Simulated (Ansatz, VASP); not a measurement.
## Sc in VASP and in Ansatz

```xyz
2
Lattice="0.0000 3.2195 3.2195 3.2195 0.0000 3.2195 3.2195 3.2195 0.0000" Properties=species:S:1:pos:R:3 pbc="T T T"
Sc    0.0000    0.0000    0.0000
Sc    1.6098    1.6098    1.6098
```

Alike in both runs: task relaxation of cell and atoms; functional PBE; k mesh 10 × 10 × 10; occupations fermi-dirac, width 0.03 eV; no spin polarisation.

|  | VASP | Ansatz |
| --- | --- | --- |
| version | VASP 6.6.1 | Ansatz 0.2.0 |
| potentials or method | VASP PAW PBE potentials, release 64 (Sc_sv) | PAW with Ansatz's default frozen-core files, scalar-relativistic |
| plane-wave cutoff (eV) | 600 | 420 |
| valence electrons in the cell | 22 | 22 |

VASP gave:

| Property | Result |
| --- | --- |
| relaxed volume (Å³/atom) | 33.89 |
| relaxed cell length with the largest relative difference (Å) | 4.576 |

What did Ansatz give for the same quantities?

Relaxed volume (Å³/atom): 33.69; relaxed cell length with the largest relative difference (Å): 4.568.
